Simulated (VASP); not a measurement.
A run of VASP 6.6.1:

INCAR

```
SYSTEM = Cd4Se3
ALGO     = Normal         ! electronic algorithm
EDIFF    = 1E-6           ! SCF threshold, eV
ENCUT    = 520            ! plane-wave cutoff, eV
GGA      = PE             ! functional
ISIF     = 2              ! what is computed and relaxed
ISMEAR   = 0              ! smearing method
LASPH    = .True.         ! aspherical terms in the spheres
LCHARG   = .False.        ! write CHGCAR
LREAL    = .False.        ! projectors in reciprocal space
LWAVE    = .False.        ! write WAVECAR
NBANDS   = 42             ! bands
NELM     = 60             ! most SCF steps
PREC     = Accurate       ! precision mode
SIGMA    = 0.1            ! smearing width, eV
```

The input KPOINTS:

```
k-points
0
Gamma
  6 6 8
  0 0 0
```

POSCAR

```
Cd4Se3
1.0
    3.6895693967     -6.3500930014      0.0000000000
    3.6895693967      6.3500930014      0.0000000000
    0.0000000000      0.0000000000      3.9954041554
Cd Se
4 3
Direct
    0.7855749567      0.2144250433      0.5000000000
    0.6953388802      0.6953388802      0.0000000000
    0.2144250433      0.7855749567      0.5000000000
    0.3046611198      0.3046611198      0.0000000000
    0.0000000000      0.5000000000      0.0000000000
    0.0000000000      0.0000000000      0.5000000000
    0.5000000000      0.0000000000      0.0000000000
```

Potentials or basis: VASP PAW PBE potentials, release 64 (Cd, Se).

The run is started by

```sh
$ cat potpaw_PBE.64/Cd/POTCAR potpaw_PBE.64/Se/POTCAR > POTCAR
$ mpirun -np 1 vasp_std > vasp.out
```

Hardware: 1 thread of AMD EPYC 9R45 96-Core Processor (Zen 5), with other jobs on the host.

**Question.** Estimate the wall time of this run.

**Answer.** It took 3.9 min on 1 thread of AMD EPYC 9R45 96-Core Processor (Zen 5) (shared host), peak memory 0.53 GiB. Counts: scf iterations 14, k points 65.
